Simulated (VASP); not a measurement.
Set up this calculation in VASP 6.6.1, as the native input.

| Quantity | Value |
| --- | --- |
| Task | single point |
| Functional | PBE |
| Potentials or basis | VASP PAW PBE potentials, release 64 (Cd, S) |
| Cutoff | 520 eV |
| k mesh | 7 × 7 × 5 |
| Occupations | gaussian, width 0.025 eV |
| Spin | no spin polarisation |
| Dipole correction | no |
| Further INCAR settings | ALGO = Normal; EDIFF = 1e-07; NBANDS = 16 |

The structure of CdS lies in POSCAR:

```
CdS
1.0
    4.2611695877      0.0000000000      0.0000000000
   -2.1305847939      3.6902811128      0.0000000000
    0.0000000000      0.0000000000      5.8041729400
Cd S
1 1
Direct
    0.0000000000      0.0000000000      0.4426919200
    0.6666666667      0.3333333333      0.4343080800
```

One way to write it, as run:

INCAR

```
PREC = Accurate
ENCUT = 520
EDIFF = 1E-7
ISMEAR = 0
SIGMA = 0.025
LREAL = False
LASPH = True
NELM = 60
ALGO = Normal
ISIF = 2
LWAVE = False
LCHARG = False
GGA = PE
NBANDS = 16
```

KPOINTS

```
regular mesh
0
Gamma
  7 7 5
```

Potentials or basis: VASP PAW PBE potentials, release 64 (Cd, S).

Command:

```console
$ cat potpaw_PBE.64/Cd/POTCAR potpaw_PBE.64/S/POTCAR > POTCAR
$ mpirun -np 1 vasp_std > vasp.out
```

Results of the run:

The pressure is -0.1 GPa and the band gap on the k mesh is 1.47 eV.

Caveat: an odd mesh through Γ misses points on the zone boundary, where band edges can lie.

Run time: 60 s on 1 thread of Intel Xeon 8259CL, with other jobs on the host, peak memory 0.23 GiB.
